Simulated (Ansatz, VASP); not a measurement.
# Al in VASP and in Ansatz

Contents of INCAR:

```
SYSTEM = Al
PREC = Accurate
ENCUT = 520
EDIFF = 1E-6
ISMEAR = 0
SIGMA = 0.15
LREAL = .FALSE.
LASPH = .TRUE.
NELM = 100
ALGO = Fast
ISIF = 2
LWAVE = .FALSE.
LCHARG = .FALSE.
GGA = PE
NBANDS = 8
```

KPOINTS

```
regular mesh
0
G
  20 20 20
  0 0 0
```

POSCAR

```
Al
1.0
    0.0189242130      2.0239800000      2.0239800000
    2.0429042130      0.0000000000      2.0429042130
    2.0239800000      2.0239800000      0.0189242130
Al
1
Direct
    0.0000000000      0.0000000000      0.0000000000
```

Input for Ansatz:

```yaml
crystal:
  lattice:
    - [0.018924213, 2.02398, 2.02398]
    - [2.042904213, 0.0, 2.042904213]
    - [2.02398, 2.02398, 0.018924213]
  atoms:
    - { symbol: Al, position: [0.0, 0.0, 0.0] }
basis:
  ecutwfc: 420
kpoints:
  mp_grid: { grid: [20, 20, 20] }
hamiltonian:
  xc: pbe
scf:
  occupations: { method: gaussian, width: 0.15 }
output:
  forces: true
  stress: true
  eigenvalues: true
```

Change from the starting cell: strain +0.0187 x Voigt [0, 0, 0, 0, 1, 0], atoms carried along.

Alike in both runs: task single point; functional PBE; k mesh 20 × 20 × 20; occupations gaussian, width 0.15 eV; no spin polarisation.

```csv
,VASP,Ansatz
version,VASP 6.6.1,Ansatz 0.2.0
potentials or method,"VASP PAW PBE potentials, release 64 (Al), cutoff 520 eV","scalar-relativistic, plane waves, PAW"
valence electrons in the cell,3,3
```

|  | VASP | Ansatz | Ansatz less VASP |
| --- | --- | --- | --- |
| gap on the k mesh at the Fermi level (eV) | none | none | - |
| pressure (GPa) | -0.4 | -0.4 | +0.04 |
| traceless stress, the component that is largest in VASP (GPa) | -0.57 | -0.58 | -0.004 |

A gap of «none» marks a metal or a gap that the smearing closes. With one functional, cell and mesh, what is left measures potentials, basis and numerics.
